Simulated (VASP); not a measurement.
# ZrB (Fmmm) in VASP: notebook

Runs on ZrB. Level: LDA. Tasks: single point.

All numbers are computed with VASP 6.6.1; they aren't measurements. Logs are shortened: lines on timing, memory, paths and dates and some standing lists are left out, and cuts for length are marked.

**1. The cell of the first run**

Symmetry: Fmmm, No. 69, orthorhombic system. Conventional cell: a = 4.493 Å, b = 4.831 Å, c = 5.362 Å, α = 90.00°, β = 90.00°, γ = 90.00°. Within 3.0 Å of Zr (site symmetry mmm) lie 6 B at 2.25 to 2.68 Å. Within 3.0 Å of B (site symmetry mmm) lie 6 Zr at 2.25 to 2.68 Å.

**2. Single point, LDA (normal strain along x -0.0700, normal strain along z +0.1100)**

INCAR reads:

```
SYSTEM = ZrB
PREC = Accurate
ENCUT = 520
EDIFF = 1E-6
ISMEAR = 0
SIGMA = 0.15
LREAL = .False.
LASPH = .True.
NELM = 60
ALGO = Normal
ISIF = 2
LWAVE = .False.
LCHARG = .True.
GGA = CA
LELF = .True.
LVHAR = .True.
NBANDS = 14
```

KPOINTS reads:

```
regular mesh
0
Gamma
  16 16 16
  0 0 0
```

POSCAR reads:

```
ZrB
1.0
    0.0000000000      2.4153850465      2.6810774016
    2.2463080932      0.0000000000      2.6810774016
    2.2463080932      2.4153850465      0.0000000000
Zr B
1 1
Direct
    0.0000000000      0.0000000000      0.0000000000
    0.5000000000      0.5000000000      0.5000000000
```

Potentials or basis: VASP PAW LDA potentials, release 64 (Zr_sv, B).

Command:

```bash
cat potpaw_LDA.64/Zr_sv/POTCAR potpaw_LDA.64/B/POTCAR > POTCAR
mpirun -np 1 vasp_std > vasp.out
```

OUTCAR:

```text
SYSTEM = ZrB
   PREC = Accurate
   ENCUT = 520
   EDIFF = 1E-6
   ISMEAR = 0
   LREAL = .False.
   LASPH = .True.
   NELM = 60
   ISIF = 2
   GGA = CA

 ion  position               nearest neighbor table
   1  0.000  0.000  0.000-   2 2.25   2 2.25   2 2.42   2 2.42   2 2.68   2 2.68
   2  0.500  0.500  0.500-   1 2.25   1 2.25   1 2.42   1 2.42   1 2.68   1 2.68

  LATTYP: Found a face centered orthorhombic cell.
 ALAT       =     4.4926161864
 B/A-ratio  =     1.0752688172
 C/A-ratio  =     1.1935483871

  Lattice vectors:

 A1 = (   0.0000000000,   2.4153850465,   2.6810774016)
 A2 = (   2.2463080932,   0.0000000000,   2.6810774016)
 A3 = (   2.2463080932,   2.4153850465,   0.0000000000)

Analysis of symmetry for initial positions (statically):
=====================================================================
 Subroutine PRICEL returns:
 Original cell was already a primitive cell.

 Routine SETGRP: Setting up the symmetry group for a
 face centered orthorhombic supercell.

 Subroutine GETGRP returns: Found  8 space group operations
 (whereof  8 operations were pure point group operations)
 out of a pool of  8 trial point group operations.

The static configuration has the point symmetry D_2h.

Analysis of symmetry for dynamics (positions and initial velocities):
=====================================================================
 Subroutine PRICEL returns:
 Original cell was already a primitive cell.

 Routine SETGRP: Setting up the symmetry group for a
 face centered orthorhombic supercell.

 Subroutine GETGRP returns: Found  8 space group operations
 (whereof  8 operations were pure point group operations)
 out of a pool of  8 trial point group operations.

The dynamic configuration has the point symmetry D_2h.

 Subroutine INISYM returns: Found  8 space group operations
 (whereof  8 operations are pure point group operations),
 and found     1 'primitive' translations

----------------------------------------------------------------------------------------

                                     Primitive cell

  volume of cell :      29.0934

  direct lattice vectors                    reciprocal lattice vectors
     0.000000000  2.415385046  2.681077402    -0.222587454  0.207006332  0.186492191
     2.246308093  0.000000000  2.681077402     0.222587454 -0.207006332  0.186492191
     2.246308093  2.415385046  0.000000000     0.222587454  0.207006332 -0.186492191

  length of vectors
     3.608636994  3.497724415  3.298482223     0.356617630  0.356617630  0.356617630

  position of ions in fractional coordinates (direct lattice)
     0.000000000  0.000000000  0.000000000
     0.500000000  0.500000000  0.500000000

[... 84 lines left out ...]
   POTIM  = 0.5000    time-step for ionic-motion
   TEBEG  =    0.0;   TEEND  =   0.0 temperature during run
   PSTRESS=    0.0 pullay stress
   NELECT =      15.0000    total number of electrons
   NUPDOWN=      -1.0000    fix difference up-down
   EMIN   =  10.00;   EMAX   =-10.00  energy-range for DOS
   EFERMI =   0.00;   METHOD = LEGACY
   ISMEAR =     0;   SIGMA  =   0.15  broadening in eV -4-tet -1-fermi 0-gaus
   EFERMI_NEDOS =   21; number of points for ismear=-14 and -15
   IALGO  =     38    algorithm
   IMIX   =      4    mixing-type and parameters
     AMIX     =   0.40;   BMIX     =  1.00
     AMIX_MAG =   1.60;   BMIX_MAG =  1.00
  volume/ion in A,a.u.               =      14.55        98.17
  Fermi-wavevector in a.u.,A,eV,Ry     =   1.312724  2.480689 23.446178  1.723245
  Thomas-Fermi vector in A             =   2.443097
   LORBIT       =      0    0 simple, 1 ext, 2 COOP (PROOUT), +10 PAW based schemes
   GGA     = CA    functional components
   LHFCALC =     F    Hartree Fock is set to
   AEXX    =    0.0000 exact exchange contribution
   IVDW    =     0    specifies the selected vdW correction
   LEPSILON=     F    determine dielectric tensor
   LRPA    =     F    only Hartree local field effects (RPA)
 non-spin polarized calculation
 Gauss-broadening in eV      SIGMA  =   0.15
  energy-cutoff  :      520.00
  volume of cell :       29.09
 maximum number of plane-waves:       799
   NGX = 13   NGY = 13   NGZ = 13

 number of electron      15.0000000 magnetization

 Free energy of the ion-electron system (eV)
  ---------------------------------------------------
  ext. energy  EPLUGINS =         0.00000000
  ---------------------------------------------------
  free energy    TOTEN  =       -17.10473311 eV

  energy without entropy =      -17.08810951  energy(sigma->0) =      -17.09642131

 E-fermi :   7.4938     XC(G=0): -11.6762

 val. band max:        7.4930789616   @ k =  -0.3125   0.1875   0.4375
 cond. band min:       7.4938327439   @ k =  -0.1250   0.0625   0.0625
 fundamental gap:      0.0007537823
 Fermi energy:         7.4937654976

 k-point     1 :       0.0000    0.0000    0.0000
  band No.  band energies     occupation
      1     -39.6616      2.00000
      2     -17.6928      2.00000
      3     -17.6758      2.00000
      4     -17.5808      2.00000
      5      -0.4916      2.00000
      6       8.3339      0.00000
      7       9.3737      0.00000
      8       9.5142      0.00000
      9      10.0191      0.00000
     10      10.4934      0.00000
     11      10.9033      0.00000
     12      11.0952      0.00000
     13      11.4168      0.00000
     14      18.4246      0.00000
[... 377 lines left out ...]
      1     -39.6539      2.00000
      2     -17.7273      2.00000
      3     -17.7033      2.00000
      4     -17.6027      2.00000
      5      -0.2147      2.00000
      6       8.0669      0.00000
      7       8.5921      0.00000
      8       9.1831      0.00000
      9       9.5255      0.00000
     10       9.9045      0.00000
     11      11.3899      0.00000
     12      11.4935      0.00000
     13      13.4895      0.00000
     14      19.0235      0.00000

 [... further k-points ...]
[... 5 lines left out ...]
  --------------------------------------------------------------------------------------
  -------------------------------------------------------------------------------------
  Total        4.3374357      0.2803801     -4.3521207      0.0000000      0.0000000      0.0000000
  in kB      238.8628372     15.4405471   -239.6715438      0.0000000      0.0000000      0.0000000
  external PRESSURE =       4.8772802 kB  Pullay stress =       0.0000000 kB

 VOLUME and BASIS-vectors are now :
 -----------------------------------------------------------------------------
  energy-cutoff  :      520.00
  volume of cell :       29.09
      direct lattice vectors                 reciprocal lattice vectors
     0.000000000  2.415385046  2.681077402    -0.222587454  0.207006332  0.186492191
     2.246308093  0.000000000  2.681077402     0.222587454 -0.207006332  0.186492191
     2.246308093  2.415385046  0.000000000     0.222587454  0.207006332 -0.186492191

 POSITION                                       TOTAL-FORCE (eV/Angst)
 -----------------------------------------------------------------------------------
      0.00000      0.00000      0.00000        -0.000000     -0.000000      0.000000
      2.24631      2.41539      2.68108         0.000000      0.000000     -0.000000
 -----------------------------------------------------------------------------------
    total drift:                               -0.000000      0.000000      0.000000

  FREE ENERGIE OF THE ION-ELECTRON SYSTEM (eV)
  ---------------------------------------------------
  free  energy   TOTEN  =       -17.1047331059 eV

  energy  without entropy=      -17.0881095119  energy(sigma->0) =      -17.09642131
```

stdout:

```text
POSCAR found type information on POSCAR ZrB
 POSCAR found :  2 types and       2 ions
 scaLAPACK will be used
 LDA part: xc-table for (Slater(with rela. corr.)+CA(PZ))
 , standard interpolation
 POSCAR, INCAR and KPOINTS ok, starting setup
 FFT: planning ... GRIDC
 FFT: planning ... GRID_SOFT
 FFT: planning ... GRID
 WAVECAR not read
 entering main loop
```

Run time: 3.2 min. Hardware: 1 thread of Intel Xeon Platinum 8259CL at 2.50GHz (Skylake/Cascade Lake), shared host; peak memory 0.36 GiB.

What came out:

```yaml
Free_energy: -17.1047 eV
Pressure: 0.5 GPa
Band_gap_on_the_k_mesh: zero (an odd number of electrons rules out a gap without spin polarisation)
```

Caveat: the cell differs from its parent crystal (normal strain along x -0.0700, normal strain along z +0.1100).

**3. Single point, LDA (normal strain along x +0.0700, normal strain along z -0.0367)**

INCAR reads:

```
SYSTEM = ZrB
ALGO     = Normal         ! electronic algorithm
EDIFF    = 1E-7           ! SCF threshold, eV
ENCUT    = 520            ! plane-wave cutoff, eV
GGA      = CA             ! functional
ISIF     = 2              ! what is computed and relaxed
ISMEAR   = 0              ! smearing method
LASPH    = .True.         ! aspherical terms in the spheres
LCHARG   = .False.        ! write CHGCAR
LREAL    = .False.        ! projectors in reciprocal space
LWAVE    = .False.        ! write WAVECAR
NBANDS   = 14             ! bands
NELM     = 80             ! most SCF steps
PREC     = Accurate       ! precision mode
SIGMA    = 0.15           ! smearing width, eV
```

KPOINTS reads:

```
k-points
0
Gamma
  16 16 16
  0 0 0
```

POSCAR reads:

```
ZrB
1.0
    0.0000000000      2.4153850465      2.3267404153
    2.5844619998      0.0000000000      2.3267404153
    2.5844619998      2.4153850465      0.0000000000
Zr B
1 1
Direct
    0.0000000000      0.0000000000      0.0000000000
    0.5000000000      0.5000000000      0.5000000000
```

Potentials or basis: VASP PAW LDA potentials, release 64 (Zr_sv, B).

Command:

```bash
cat potpaw_LDA.64/Zr_sv/POTCAR potpaw_LDA.64/B/POTCAR > POTCAR
mpirun -np 1 vasp_std > vasp.out
```

OUTCAR:

```text
SYSTEM = ZrB
   EDIFF = 1E-7
   ENCUT = 520
   GGA = CA
   ISIF = 2
   ISMEAR = 0
   LASPH = .True.
   LREAL = .False.
   NELM = 80
   PREC = Accurate

 ion  position               nearest neighbor table
   1  0.000  0.000  0.000-   2 2.33   2 2.33   2 2.42   2 2.42   2 2.58   2 2.58
   2  0.500  0.500  0.500-   1 2.33   1 2.33   1 2.42   1 2.42   1 2.58   1 2.58

  LATTYP: Found a face centered orthorhombic cell.
 ALAT       =     4.6534808306
 B/A-ratio  =     1.0380982041
 C/A-ratio  =     1.1107650784

  Lattice vectors:

[... 588 lines left out ...]
     10      10.3215      0.00000
     11      11.4929      0.00000
     12      12.0760      0.00000
     13      12.6667      0.00000
     14      18.8334      0.00000

 [... further k-points ...]
[... 5 lines left out ...]
  --------------------------------------------------------------------------------------
  -------------------------------------------------------------------------------------
  Total       -3.4073732     -0.0956810      2.1399272      0.0000000     -0.0000000      0.0000000
  in kB     -187.9298774     -5.2771808    118.0253032      0.0000000     -0.0000000      0.0000000
  external PRESSURE =     -25.0605850 kB  Pullay stress =       0.0000000 kB

 VOLUME and BASIS-vectors are now :
 -----------------------------------------------------------------------------
  energy-cutoff  :      520.00
  volume of cell :       29.05
      direct lattice vectors                 reciprocal lattice vectors
     0.000000000  2.415385046  2.326740415    -0.193463862  0.207006332  0.214892902
     2.584462000  0.000000000  2.326740415     0.193463862 -0.207006332  0.214892902
     2.584462000  2.415385046  0.000000000     0.193463862  0.207006332 -0.214892902

 POSITION                                       TOTAL-FORCE (eV/Angst)
 -----------------------------------------------------------------------------------
      0.00000      0.00000      0.00000         0.000000      0.000000      0.000000
      2.58446      2.41539      2.32674         0.000000     -0.000000      0.000000
 -----------------------------------------------------------------------------------
    total drift:                               -0.000000      0.000000      0.000000

  FREE ENERGIE OF THE ION-ELECTRON SYSTEM (eV)
  ---------------------------------------------------
  free  energy   TOTEN  =       -17.3645855069 eV

  energy  without entropy=      -17.3505237363  energy(sigma->0) =      -17.35755462
```

Run time: 3.2 min. Hardware: 1 thread of Intel Xeon Platinum 8259CL at 2.50GHz (Skylake/Cascade Lake), shared host; peak memory 0.36 GiB.

Results:

| Property | Result |
| --- | --- |
| Free energy | -17.3646 eV |
| Pressure | -2.5 GPa |
| Band gap on the k mesh | zero (an odd number of electrons rules out a gap without spin polarisation) |

Levels at points of the mesh, in eV from the Fermi level:
| k point | band 6 | band 7 | band 8 | band 9 | band 10 | band 11 |
| --- | --- | --- | --- | --- | --- | --- |
| (0.00, 0.00, 0.00) | 1.19 | 1.85 | 2.19 | 2.57 | 3.20 | 3.49 |
| (0.50, 0.00, 0.00) | -3.83 | -1.37 | -1.13 | 4.61 | 5.14 | 6.26 |
| (0.50, 0.50, 0.00) | -0.86 | -0.14 | 1.75 | 1.90 | 4.63 | 5.36 |
| (0.50, 0.00, 0.50) | -0.79 | -0.58 | 1.94 | 2.27 | 4.42 | 5.24 |
| (0.00, 0.50, 0.50) | -1.22 | -0.78 | 2.40 | 2.58 | 4.56 | 5.61 |

Caveat: the cell differs from its parent crystal (normal strain along x +0.0700, normal strain along z -0.0367).

**4. Single point, LDA (normal strain along x -0.0467, normal strain along z +0.1100)**

INCAR reads:

```
PREC     = Accurate       # precision mode
ENCUT    = 520            # plane-wave cutoff, eV
EDIFF    = 1E-7           # SCF threshold, eV
ISMEAR   = 0              # smearing method
SIGMA    = 0.15           # smearing width, eV
LREAL    = False          # projectors in reciprocal space
LASPH    = True           # aspherical terms in the spheres
NELM     = 100            # most SCF steps
ALGO     = Normal         # electronic algorithm
ISIF     = 2              # what is computed and relaxed
LWAVE    = False          # write WAVECAR
LCHARG   = False          # write CHGCAR
GGA      = CA             # functional
NBANDS   = 14             # bands
```

KPOINTS reads:

```
Automatic mesh
0
Gamma
  16 16 16
```

POSCAR reads:

```
ZrB
1.0
    0.0000000000      2.4153850465      2.6810774016
    2.3025865648      0.0000000000      2.6810774016
    2.3025865648      2.4153850465      0.0000000000
Zr B
1 1
Direct
    0.0000000000      0.0000000000      0.0000000000
    0.5000000000      0.5000000000      0.5000000000
```

Potentials or basis: VASP PAW LDA potentials, release 64 (Zr_sv, B).

Command:

```bash
cat potpaw_LDA.64/Zr_sv/POTCAR potpaw_LDA.64/B/POTCAR > POTCAR
mpirun -np 1 vasp_std > vasp.out
```

OUTCAR:

```text
PREC = Accurate
   ENCUT = 520
   EDIFF = 1E-7
   ISMEAR = 0
   LREAL = False
   LASPH = True
   NELM = 100
   ISIF = 2
   GGA = CA

 ion  position               nearest neighbor table
   1  0.000  0.000  0.000-   2 2.30   2 2.30   2 2.42   2 2.42   2 2.68   2 2.68
   2  0.500  0.500  0.500-   1 2.30   1 2.30   1 2.42   1 2.42   1 2.68   1 2.68

  LATTYP: Found a face centered orthorhombic cell.
 ALAT       =     4.6051731296
 B/A-ratio  =     1.0489877269
 C/A-ratio  =     1.1643763768

  Lattice vectors:

[... 586 lines left out ...]
      9       9.3308      0.00000
     10       9.5241      0.00000
     11      11.0832      0.00000
     12      11.1638      0.00000
     13      13.1147      0.00000
     14      18.6397      0.00000

 [... further k-points ...]
[... 5 lines left out ...]
  --------------------------------------------------------------------------------------
  -------------------------------------------------------------------------------------
  Total        2.5404668     -0.2130592     -4.6808724     -0.0000000      0.0000000      0.0000000
  in kB      136.4842140    -11.4464070   -251.4755092     -0.0000000      0.0000000      0.0000000
  external PRESSURE =     -42.1459008 kB  Pullay stress =       0.0000000 kB

 VOLUME and BASIS-vectors are now :
 -----------------------------------------------------------------------------
  energy-cutoff  :      520.00
  volume of cell :       29.82
      direct lattice vectors                 reciprocal lattice vectors
     0.000000000  2.415385046  2.681077402    -0.217147102  0.207006332  0.186492191
     2.302586565  0.000000000  2.681077402     0.217147102 -0.207006332  0.186492191
     2.302586565  2.415385046  0.000000000     0.217147102  0.207006332 -0.186492191

 POSITION                                       TOTAL-FORCE (eV/Angst)
 -----------------------------------------------------------------------------------
      0.00000      0.00000      0.00000         0.000000      0.000000      0.000000
      2.30259      2.41539      2.68108        -0.000000      0.000000      0.000000
 -----------------------------------------------------------------------------------
    total drift:                               -0.000000      0.000000      0.000000

  FREE ENERGIE OF THE ION-ELECTRON SYSTEM (eV)
  ---------------------------------------------------
  free  energy   TOTEN  =       -17.1905511175 eV

  energy  without entropy=      -17.1749285799  energy(sigma->0) =      -17.18273985
```

Run time: 3.4 min. Hardware: 1 thread of Intel Xeon Platinum 8259CL at 2.50GHz (Skylake/Cascade Lake), shared host; peak memory 0.36 GiB.

What came out:

```
Free energy            : -17.1906 eV
Pressure               : -4.2 GPa
Band gap on the k mesh : zero (an odd number of electrons rules out a gap without spin polarisation)
```

Levels at points of the mesh, in eV from the Fermi level:
| k point | band 5 | band 6 | band 7 | band 8 | band 9 | band 10 | band 11 | band 12 |
| --- | --- | --- | --- | --- | --- | --- | --- | --- |
| (0.00, 0.00, 0.00) | -7.90 | 0.93 | 1.93 | 2.13 | 2.34 | 3.05 | 3.44 | 3.58 |
| (0.50, 0.00, 0.00) | -3.93 | -3.77 | -1.45 | -1.13 | 4.41 | 5.08 | 6.19 | 7.29 |
| (0.50, 0.50, 0.00) | -6.15 | -1.47 | -0.72 | 2.47 | 2.71 | 4.40 | 5.37 | 5.55 |
| (0.50, 0.00, 0.50) | -5.99 | -0.70 | -0.55 | 1.85 | 2.23 | 4.10 | 4.79 | 6.21 |
| (0.00, 0.50, 0.50) | -5.95 | -0.82 | 0.02 | 1.60 | 1.75 | 4.43 | 4.91 | 6.09 |

Caveat: the cell differs from its parent crystal (normal strain along x -0.0467, normal strain along z +0.1100); the cell stands under tension.

**5. Single point, LDA (normal strain along x +0.0233, normal strain along z +0.0733)**

INCAR reads:

```
  PREC = Accurate
  ENCUT = 520
  EDIFF = 1E-7
  ISMEAR = 0
  SIGMA = 0.15
  LREAL = False
  LASPH = True
  NELM = 100
  ALGO = Normal
  ISIF = 2
  LWAVE = False
  LCHARG = True
  GGA = CA
  LELF = True
  LVHAR = True
  NBANDS = 14
```

KPOINTS is that of step 4.

POSCAR reads:

```
ZrB
1.0
    0.0000000000      2.4153850465      2.5924327704
    2.4716635181      0.0000000000      2.5924327704
    2.4716635181      2.4153850465      0.0000000000
Zr B
1 1
Direct
    0.0000000000      0.0000000000      0.0000000000
    0.5000000000      0.5000000000      0.5000000000
```

Command:

```bash
cat potpaw_LDA.64/Zr_sv/POTCAR potpaw_LDA.64/B/POTCAR > POTCAR
mpirun -np 1 vasp_std > vasp.out
```

Wall time 4.8 min (1 thread of Intel Xeon Platinum 8488C (Sapphire Rapids), shared host); peak memory 0.37 GiB.

Results (log left out):

| Property | Result |
| --- | --- |
| Free energy | -17.3470 eV |
| Pressure | -12.6 GPa |
| Band gap on the k mesh | zero (an odd number of electrons rules out a gap without spin polarisation) |

Stress tensor (GPa, compression positive):
```
-11.15   0.00   0.00
  0.00  -5.20   0.00
  0.00   0.00 -21.48
```

Levels at points of the mesh, in eV from the Fermi level:
| k point | band 4 | band 5 | band 6 | band 7 | band 8 | band 9 | band 10 | band 11 | band 12 | band 13 |
| --- | --- | --- | --- | --- | --- | --- | --- | --- | --- | --- |
| (0.00, 0.00, 0.00) | -25.38 | -7.81 | 1.30 | 1.73 | 1.92 | 2.61 | 3.17 | 3.21 | 3.35 | 3.45 |
| (0.50, 0.00, 0.00) | -25.41 | -4.10 | -3.67 | -1.19 | -1.05 | 4.34 | 4.67 | 5.72 | 7.30 | 10.08 |
| (0.50, 0.50, 0.00) | -25.50 | -5.94 | -1.16 | -0.67 | 2.16 | 2.22 | 4.25 | 5.23 | 5.37 | 7.55 |
| (0.50, 0.00, 0.50) | -25.57 | -5.84 | -0.73 | -0.50 | 1.73 | 1.80 | 4.29 | 5.09 | 5.54 | 8.39 |
| (0.00, 0.50, 0.50) | -25.54 | -5.87 | -0.74 | -0.69 | 1.85 | 1.99 | 4.20 | 5.02 | 5.61 | 8.11 |

Caveat: the cell differs from its parent crystal (normal strain along x +0.0233, normal strain along z +0.0733); the cell stands under tension.

(Part 1 of 2 ends here.)
